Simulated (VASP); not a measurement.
Crystal: NdMo.

```
Nd Mo
1.0
     4.13083    0.00000    0.00000
    -2.06542    3.57741    0.00000
     0.00000    0.00000    8.34501
Nd Mo
2 2
Direct
  0.00000 0.00000 0.22389
  0.00000 0.00000 0.77611
  0.33333 0.66667 0.50000
  0.66667 0.33333 0.50000
```

The cell was generated, and may not be a known phase.

| Property | Result |
| --- | --- |
| Program | VASP 6.6.1 |
| Task | relaxation of cell and atoms |
| Functional | PBE |
| Potentials or basis | VASP PAW PBE potentials, release 64 (Nd_3, Mo_sv), 4f in core |
| Cutoff | 500 eV |
| k mesh | 12 × 12 × 4 |
| Occupations | gaussian, width 0.1 eV |
| Spin | no spin polarisation |

At the start: pressure 0.5 GPa; volume 30.83 Å³/atom.

Task: How do energy, volume and symmetry change on relaxing?

Result: Over 8 steps the energy falls by 3.1 meV/atom and the volume is 31.32 Å³/atom (+1.6 %); space group P6/mmm (No. 191, to 0.1 Å) before and after.

The path:
```tsv
step	energy change (eV)	largest force (eV/Å)	pressure (GPa)	volume (Å³)
1	0.0000	0.0875	0.52	123.32
2	-0.0045	0.1951	-0.62	125.10
3	-0.0050	0.1698	-0.36	124.68
4	-0.0094	0.1066	-0.11	124.34
5	-0.0102	0.0632	0.07	124.11
6	-0.0110	0.0511	0.06	124.33
7	-0.0122	0.0159	0.01	125.00
8	-0.0123	0.0023	0.00	125.28
```

Final structure:
```
Nd Mo
1.0
     4.17830    0.00000    0.00000
    -2.08915    3.61852    0.00000
     0.00000    0.00000    8.28634
Nd Mo
2 2
Direct
  0.00000 0.00000 0.22915
  0.00000 0.00000 0.77085
  0.33333 0.66667 0.50000
  0.66667 0.33333 0.50000
```
